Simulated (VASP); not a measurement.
A run of VASP 6.6.1 is set up as follows.

INCAR

```
PREC = Accurate ; ENCUT = 520
EDIFF = 1E-7 ; ISMEAR = 0
SIGMA = 0.01 ; LREAL = False
LASPH = True ; NELM = 60
ALGO = Normal ; ISIF = 2
LWAVE = False ; LCHARG = False
GGA = PE ; NBANDS = 21
```

The input KPOINTS:

```
regular mesh
0
Gamma
  10 10 4
```

File POSCAR:

```
MgBe2SO2
1.0
    3.3465409409      0.0000000000      0.0000000000
    0.0000000000      3.3465409409      0.0000000000
    0.0000000000      0.0000000000      9.7502794999
Mg Be S O
1 2 1 2
Direct
    0.0000000000      0.0000000000      0.0000000000
    0.5000000000      0.5000000000      0.0000000000
    0.0000000000      0.0000000000      0.5000000000
    0.5000000000      0.5000000000      0.5000000000
    0.5000000000      0.0000000000      0.9276887904
    0.0000000000      0.5000000000      0.0723112096
```

Potentials or basis: VASP PAW PBE potentials, release 64 (Mg, Be, S, O).

Launch:

```console
$ cat potpaw_PBE.64/Mg/POTCAR potpaw_PBE.64/Be/POTCAR potpaw_PBE.64/S/POTCAR potpaw_PBE.64/O/POTCAR > POTCAR
$ mpirun -np 1 vasp_std > vasp.out
```

Task: Predict the pressure.

Result: 0.2 GPa.

Task: What does it give for the band gap on the k mesh?

Result: 0.28 eV (least direct gap 0.60 eV).

Forces on the atoms (eV/Å):
```
Mg   0.000  0.000  0.000
Be   0.000  0.000  0.000
Be   0.000  0.000  0.000
S    0.000  0.000  0.000
O    0.000  0.000 -0.026
O    0.000  0.000  0.026
```

A k mesh can miss the band edges.
